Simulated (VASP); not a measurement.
Set up this calculation in VASP 6.6.1, as the native input.

```yaml
Task: single point
Functional: PBE
Potentials_or_basis: VASP PAW PBE potentials, release 64 (Si)
Cutoff: 520 eV
k_mesh: 4 × 4 × 4
Occupations: gaussian, width 0.1 eV
Spin: no spin polarisation
Dipole_correction: no
Further_INCAR_settings: ALGO = Normal; EDIFF = 1e-07; NBANDS = 26
```

The structure of Si lies in POSCAR:

```
Si
1.0
    0.0000000000      5.8629946500      5.8629946500
    5.8629946500      0.0000000000      5.8629946500
    5.8629946500      5.8629946500      0.0000000000
Si
8
Direct
    0.8062530200      0.0645823300      0.0645823300
    0.1854176700      0.1854176700      0.1854176700
    0.1854176700      0.1854176700      0.4437469800
    0.1854176700      0.4437469800      0.1854176700
    0.0645823300      0.8062530200      0.0645823300
    0.0645823300      0.0645823300      0.0645823300
    0.0645823300      0.0645823300      0.8062530200
    0.4437469800      0.1854176700      0.1854176700
```

The input as run:

INCAR

```
PREC     = Accurate       # precision mode
ENCUT    = 520            # plane-wave cutoff, eV
EDIFF    = 1E-7           # SCF threshold, eV
ISMEAR   = 0              # smearing method
SIGMA    = 0.1            # smearing width, eV
LREAL    = F              # projectors in reciprocal space
LASPH    = T              # aspherical terms in the spheres
NELM     = 100            # most SCF steps
ALGO     = Normal         # electronic algorithm
ISIF     = 2              # what is computed and relaxed
LWAVE    = F              # write WAVECAR
LCHARG   = T              # write CHGCAR
GGA      = PE             # functional
LELF     = T              # ELF
LVHAR    = T            
NBANDS   = 26             # bands
```

KPOINTS

```
regular mesh
0
Gamma
  4 4 4
```

Potentials or basis: VASP PAW PBE potentials, release 64 (Si).

Command:

```bash
$ cat potpaw_PBE.64/Si/POTCAR > POTCAR
$ mpirun -np 1 vasp_std > vasp.out
```

It gave:

```yaml
Pressure: 5.6 GPa
Largest_force: 7.014 eV/Å
Band_gap_on_the_k_mesh: 0.03 eV, direct
```

Caveat: forces of over 1 eV/Å act on the atoms, so gaps and moduli don't describe the material at rest.

Run time: 77 s on 1 thread of Intel(R) Xeon(R) 6975P-C (Granite Rapids), on a shared host, peak memory 0.58 GiB.
